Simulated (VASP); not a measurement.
# Be2ZnTe5 (P-42m) in VASP: notebook, part 2 of 2

VASP 6.6.1. Earlier steps stand in the parts before.

## (3) Relaxation of cell and atoms, PBE

This run uses another cell than the first one, of 24.01 Å³/atom, 0.813 times its volume.

The input, INCAR:

```
SYSTEM = Be2ZnTe5
ALGO = Normal ; EDIFF = 1E-6
EDIFFG = -0.08 ; ENCUT = 600
GGA = PE ; IBRION = 2
ISIF = 3 ; ISMEAR = 0
LASPH = .True. ; LCHARG = .False.
LREAL = .False. ; LWAVE = .False.
NELM = 80 ; NSW = 36
PREC = Accurate ; SIGMA = 0.2
```

The input, KPOINTS:

```
k-points
0
Gamma
  3 3 3
  0 0 0
```

The input, POSCAR:

```
Be2ZnTe5
1.0
    5.7700000000      0.0000000000      0.0000000000
    0.0000000000      5.7700000000      0.0000000000
    0.0000000000      0.0000000000      5.7700000000
Be Zn Te
2 1 5
Direct
    0.5000000000      0.0000000000      0.5000000000
    0.0000000000      0.5000000000      0.5000000000
    0.0000000000      0.0000000000      0.0000000000
    0.2300000000      0.2300000000      0.2700000000
    0.2300000000      0.7700000000      0.7300000000
    0.7700000000      0.2300000000      0.7300000000
    0.7700000000      0.7700000000      0.2700000000
    0.5000000000      0.5000000000      0.0000000000
```

Potentials or basis: VASP PAW PBE potentials, release 64 (Be, Zn, Te).

On the command line:

```
$ cat potpaw_PBE.64/Be/POTCAR potpaw_PBE.64/Zn/POTCAR potpaw_PBE.64/Te/POTCAR > POTCAR
$ mpirun -np 1 vasp_std > vasp.out
```

OUTCAR:

```text
SYSTEM = Be2ZnTe5
   EDIFF = 1E-6
   EDIFFG = -0.08
   ENCUT = 600
   GGA = PE
   IBRION = 2
   ISIF = 3
   ISMEAR = 0
   LASPH = .True.
   LREAL = .False.
   NELM = 80
   NSW = 36
   PREC = Accurate

 ion  position               nearest neighbor table
   1  0.500  0.000  0.500-   4 2.44   5 2.44   6 2.44   7 2.44
   2  0.000  0.500  0.500-   4 2.44   5 2.44   6 2.44   7 2.44
   3  0.000  0.000  0.000-   4 2.44   5 2.44   6 2.44   7 2.44
   4  0.230  0.230  0.270-   1 2.44   2 2.44   3 2.44   8 2.70
   5  0.230  0.770  0.730-   1 2.44   2 2.44   3 2.44   8 2.70
   6  0.770  0.230  0.730-   1 2.44   2 2.44   3 2.44   8 2.70
   7  0.770  0.770  0.270-   1 2.44   2 2.44   3 2.44   8 2.70
   8  0.500  0.500  0.000-   4 2.70   5 2.70   6 2.70   7 2.70

  LATTYP: Found a simple cubic cell.
 ALAT       =     5.7700000000

  Lattice vectors:

 A1 = (   5.7700000000,   0.0000000000,   0.0000000000)
 A2 = (   0.0000000000,   5.7700000000,   0.0000000000)
 A3 = (   0.0000000000,   0.0000000000,   5.7700000000)

Analysis of symmetry for initial positions (statically):
=====================================================================
 Subroutine PRICEL returns:
 Original cell was already a primitive cell.

 Routine SETGRP: Setting up the symmetry group for a
 simple cubic supercell.

 Subroutine GETGRP returns: Found  8 space group operations
 (whereof  8 operations were pure point group operations)
 out of a pool of 48 trial point group operations.

The static configuration has the point symmetry D_2d.

Analysis of symmetry for dynamics (positions and initial velocities):
=====================================================================
 Subroutine PRICEL returns:
 Original cell was already a primitive cell.

 Routine SETGRP: Setting up the symmetry group for a
 simple cubic supercell.

 Subroutine GETGRP returns: Found  8 space group operations
 (whereof  8 operations were pure point group operations)
 out of a pool of 48 trial point group operations.

The dynamic configuration has the point symmetry D_2d.

 Subroutine INISYM returns: Found  8 space group operations
 (whereof  8 operations are pure point group operations),
 and found     1 'primitive' translations

----------------------------------------------------------------------------------------

                                     Primitive cell

  volume of cell :     192.1000

  direct lattice vectors                    reciprocal lattice vectors
     5.770000000  0.000000000  0.000000000     0.173310225  0.000000000  0.000000000
     0.000000000  5.770000000  0.000000000     0.000000000  0.173310225  0.000000000
     0.000000000  0.000000000  5.770000000     0.000000000  0.000000000  0.173310225

  length of vectors
     5.770000000  5.770000000  5.770000000     0.173310225  0.173310225  0.173310225

  position of ions in fractional coordinates (direct lattice)
     0.500000000  0.000000000  0.500000000
     0.000000000  0.500000000  0.500000000
     0.000000000  0.000000000  0.000000000
     0.230000000  0.230000000  0.270000000
     0.230000000  0.770000000  0.730000000
     0.770000000  0.230000000  0.730000000
     0.770000000  0.770000000  0.270000000
     0.500000000  0.500000000  0.000000000

  ion indices of the primitive-cell ions
   primitive index   ion index
                 1           1
                 2           2
                 3           3
                 4           4
                 5           5
                 6           6
                 7           7
                 8           8

[... 23 lines left out ...]

 Found      6 irreducible k-points:

 Following reciprocal coordinates:
            Coordinates               Weight
  0.000000  0.000000  0.000000      1.000000
  0.333333  0.000000  0.000000      4.000000
  0.000000  0.000000  0.333333      2.000000
  0.333333  0.333333  0.000000      4.000000
  0.000000  0.333333  0.333333      8.000000
  0.333333  0.333333  0.333333      8.000000
   k-points           NKPTS =      6   k-points in BZ     NKDIM =      6   number of bands    NBANDS=     28
   number of dos      NEDOS =    301   number of ions     NIONS =      8
   total plane-waves  NPLWV = 110592
   dimension x,y,z NGX =    48 NGY =   48 NGZ =   48
   dimension x,y,z NGXF=    96 NGYF=   96 NGZF=   96
   ions per type =               2   1   5
   NGX,Y,Z   is equivalent  to a cutoff of  13.83, 13.83, 13.83 a.u.
   NGXF,Y,Z  is equivalent  to a cutoff of  27.66, 27.66, 27.66 a.u.
 SYSTEM =  Be2ZnTe5
   PREC   = accura    normal or accurate (medium, high low for compatibility)
   ISTART =      0    job   : 0-new  1-cont  2-samecut
   ICHARG =      2    charge: 1-file 2-atom 10-const
   ISPIN  =      1    spin polarized calculation?
   LNONCOLLINEAR =      F non collinear calculations
   LSORBIT =      F    spin-orbit coupling
   LASPH  =      T    aspherical Exc in radial PAW
   ENCUT  =  600.0 eV  44.10 Ry    6.64 a.u.  11.52 11.52 11.52*2*pi/ulx,y,z
   NELM   =     80;   NELMIN=  2; NELMDL= -5     # of ELM steps
   EDIFF  = 0.1E-05   stopping-criterion for ELM
   LREAL  =      F    real-space projection
   EDIFFG = -.8E-01   stopping-criterion for IOM
   NSW    =     36    number of steps for IOM
   IBRION =      2    ionic relax: 0-MD 1-quasi-New 2-CG
   NFREE  =      1    steps in history (QN), initial steepest desc. (CG)
   ISIF   =      3    stress and relaxation
   ISYM   =      2    0-nonsym 1-usesym 2-fastsym
   POTIM  = 0.5000    time-step for ionic-motion
   TEBEG  =    0.0;   TEEND  =   0.0 temperature during run
   PSTRESS=    0.0 pullay stress
   NELECT =      46.0000    total number of electrons
   NUPDOWN=      -1.0000    fix difference up-down
   EMIN   =  10.00;   EMAX   =-10.00  energy-range for DOS
   EFERMI =   0.00;   METHOD = LEGACY
   ISMEAR =     0;   SIGMA  =   0.20  broadening in eV -4-tet -1-fermi 0-gaus
   EFERMI_NEDOS =   21; number of points for ismear=-14 and -15
   IALGO  =     38    algorithm
   IMIX   =      4    mixing-type and parameters
     AMIX     =   0.40;   BMIX     =  1.00
     AMIX_MAG =   1.60;   BMIX_MAG =  1.00
  volume/ion in A,a.u.               =      24.01       162.04
  Fermi-wavevector in a.u.,A,eV,Ry     =   1.016604  1.921102 14.061387  1.033483
  Thomas-Fermi vector in A             =   2.149957
   LORBIT       =      0    0 simple, 1 ext, 2 COOP (PROOUT), +10 PAW based schemes
   GGA     = PE    functional components
   LHFCALC =     F    Hartree Fock is set to
   AEXX    =    0.0000 exact exchange contribution
   IVDW    =     0    specifies the selected vdW correction
   LEPSILON=     F    determine dielectric tensor
   LRPA    =     F    only Hartree local field effects (RPA)
 conjugate gradient relaxation of ions
 non-spin polarized calculation
 Gauss-broadening in eV      SIGMA  =   0.20
  energy-cutoff  :      600.00
  volume of cell :      192.10
 maximum number of plane-waves:      6443
 NGX is ok and might be reduce to    48
   NGX = 23   NGY = 23   NGZ = 23

--------------------------------------- Ionic step        1  -------------------------------------------

 number of electron      45.9999992 magnetization

 Free energy of the ion-electron system (eV)
  ---------------------------------------------------
  ext. energy  EPLUGINS =         0.00000000
  ---------------------------------------------------
  free energy    TOTEN  =       -21.34437078 eV

  energy without entropy =      -21.23136718  energy(sigma->0) =      -21.28786898

 E-fermi :   7.8375     XC(G=0):  -9.4704

 val. band max:        7.6584504218   @ k =   0.3333   0.3333   0.0000
 cond. band min:       7.8788518657   @ k =   0.3333   0.3333   0.3333
 fundamental gap:      0.2204014439
 Fermi energy:         7.8374721404

 k-point     1 :       0.0000    0.0000    0.0000
  band No.  band energies     occupation
      1      -7.8093      2.00000
      2      -5.2365      2.00000
      3      -5.2365      2.00000
      4      -5.2233      2.00000
      5      -4.4504      2.00000
      6      -1.5575      2.00000
[... 294 lines left out ...]
  FREE ENERGIE OF THE ION-ELECTRON SYSTEM (eV)
  ---------------------------------------------------
  free  energy   TOTEN  =       -24.0894612759 eV

  energy  without entropy=      -24.0239009082  energy(sigma->0) =      -24.05668109

[... ionic steps 4 to 8 ...]

--------------------------------------- Ionic step        9  -------------------------------------------

 number of electron      45.9999995 magnetization

------------------------ aborting loop because EDIFF is reached ----------------------------------------
[... 79 lines left out ...]
--------------------------------------- Ionic step       11  -------------------------------------------

 number of electron      45.9999999 magnetization

 Free energy of the ion-electron system (eV)
  ---------------------------------------------------
  ext. energy  EPLUGINS =         0.00000000
  ---------------------------------------------------
  free energy    TOTEN  =       -24.42294416 eV

  energy without entropy =      -24.32161673  energy(sigma->0) =      -24.37228044

 E-fermi :   4.8978     XC(G=0):  -8.6044

 val. band max:        4.7133307741   @ k =   0.3333   0.3333   0.0000
 cond. band min:       4.9125034960   @ k =   0.3333   0.3333   0.3333
 fundamental gap:      0.1991727219
 Fermi energy:         4.8977995495

 k-point     1 :       0.0000    0.0000    0.0000
  band No.  band energies     occupation
      1      -8.3241      2.00000
      2      -6.7215      2.00000
      3      -6.5559      2.00000
      4      -6.5559      2.00000
      5      -6.1255      2.00000
      6      -2.8792      2.00000
[... 210 lines left out ...]
  FREE ENERGIE OF THE ION-ELECTRON SYSTEM (eV)
  ---------------------------------------------------
  free  energy   TOTEN  =       -24.4229441560 eV

  energy  without entropy=      -24.3216167273  energy(sigma->0) =      -24.37228044

 reached required accuracy - stopping structural energy minimisation
```

Wall time 3.3 min (1 thread of Intel Xeon Platinum 8559C (Emerald Rapids), shared host); peak memory 0.36 GiB.

Results:

* Free energy: -24.4229 eV
* Relaxed volume: 29.44 Å³/atom
* Relaxed cell: a = 5.882 Å, b = 5.882 Å, c = 6.808 Å, α = 90.00°, β = 90.00°, γ = 90.00°
* Space group after relaxing (to 0.05 Å): P-42m (No. 111)
* Energy gained by relaxing: 384.8 meV/atom
* Ionic steps: 11
* Pressure after relaxing: 0.0 GPa
* Largest force after relaxing: 0.037 eV/Å
* Band gap on the k mesh: zero (band 23 reaches 5.08 eV, above the bottom of band 24 at 4.43 eV)

Forces in eV/Å, atoms in the order of the input:
```
Be   0.000  0.000  0.000
Be   0.000  0.000  0.000
Zn   0.000  0.000  0.000
Te  -0.002 -0.002 -0.037
Te  -0.002  0.002  0.037
Te   0.002 -0.002  0.037
Te   0.002  0.002 -0.037
Te   0.000  0.000  0.000
```

The path:
```csv
step,energy change (eV),largest force (eV/Å),pressure (GPa),volume (Å³)
1,0.0000,2.9041,16.52,192.10
2,-2.4590,0.3676,-3.79,269.46
3,-2.7451,0.7134,-0.75,245.03
4,-2.8684,0.5277,-0.41,241.63
5,-2.9932,0.1399,0.48,234.84
6,-2.9946,0.1615,0.64,233.89
7,-3.0247,0.2120,-0.14,237.91
8,-3.0277,0.2481,-0.52,239.98
9,-3.0570,0.1928,-0.32,238.34
10,-3.0747,0.1274,-0.02,235.68
11,-3.0786,0.0367,0.01,235.52
```

Final structure:
```
CELL_PARAMETERS angstrom
5.88181 0.00000 0.00000
0.00000 5.88181 0.00000
0.00000 0.00000 6.80774
ATOMIC_POSITIONS crystal
Be 0.50000 0.00000 0.50000
Be 0.00000 0.50000 0.50000
Zn 0.00000 0.00000 0.00000
Te 0.23212 0.23212 0.30475
Te 0.23212 0.76788 0.69525
Te 0.76788 0.23212 0.69525
Te 0.76788 0.76788 0.30475
Te 0.50000 0.50000 0.00000
```

Levels at points of the mesh, in eV from the Fermi level:
| k point | band 19 | band 20 | band 21 | band 22 | band 23 | band 24 | band 25 | band 26 | band 27 | band 28 |
| --- | --- | --- | --- | --- | --- | --- | --- | --- | --- | --- |
| (0.00, 0.00, 0.00) | -3.16 | -2.52 | -1.74 | -1.74 | -0.47 | -0.47 | -0.27 | 0.94 | 1.35 | 1.84 |

Caveat: the k points lie up to 0.36 Å⁻¹ apart in the final cell; the volume moved by over 15 % at a fixed basis, so the end points are rough; spin-orbit coupling is left out, which moves the levels of the heavy elements; the relaxation stopped at a loose force limit of 0.08 eV/Å, so its end isn't a converged minimum.
